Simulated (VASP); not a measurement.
Wanted: the native input for a VASP 6.6.1 run.

| Quantity | Value |
| --- | --- |
| Task | single point |
| Functional | PBE |
| Potentials or basis | VASP PAW PBE potentials, release 64 (Cu) |
| Cutoff | 600 eV |
| k mesh | 6 × 6 × 4 |
| Occupations | gaussian, width 0.1 eV |
| Spin | collinear spin, zero start |
| Starting moments | [0.0, 0.0] μB |
| Fixed moment | 0 μB |
| Dipole correction | no |
| Further INCAR settings | ALGO = Normal; EDIFF = 1e-06; NBANDS = 22 |

The structure of Cu lies in POSCAR:

```
Cu
1.0
    2.5340966698      0.0000000000      0.0000000000
   -1.2670483349      2.1945920917      0.0000000000
    0.0000000000      0.0000000000      4.1125710000
Cu
2
Direct
    0.3333333333      0.6666666667      0.2500000000
    0.6666666667      0.3333333333      0.7500000000
```

One way to write it, as run:

INCAR

```
SYSTEM = Cu
ALGO = Normal
EDIFF = 1E-6
ENCUT = 600
GGA = PE
GGA_COMPAT = .False.
ISIF = 2
ISMEAR = 0
ISPIN = 2
LASPH = .True.
LCHARG = .True.
LELF = .True.
LMAXMIX = 4
LORBIT = 11
LREAL = .False.
LVHAR = .True.
LWAVE = .False.
MAGMOM = 0 0
NBANDS = 22
NELM = 200
NUPDOWN = 0.0
PREC = Accurate
SIGMA = 0.1
```

KPOINTS

```
k-points
0
Gamma
  6 6 4
  0 0 0
```

Potentials or basis: VASP PAW PBE potentials, release 64 (Cu).

Launch:

```bash
$ cat potpaw_PBE.64/Cu/POTCAR > POTCAR
$ mpirun -np 1 vasp_std > vasp.out
```

It gave:

| Quantity | Value |
| --- | --- |
| Pressure | 8.3 GPa |
| Net moment | 0.00 μB per cell |
| Valence electrons inside the program's atomic spheres | Cu 10.04 |

Caveat: the k points lie up to 0.48 Å⁻¹ apart; the total moment is fixed, so each spin has its own Fermi level.

Wall time 18 s on 1 thread of AMD EPYC 7R43 64-Core Processor (Zen 3), on a shared host, peak memory 0.12 GiB.
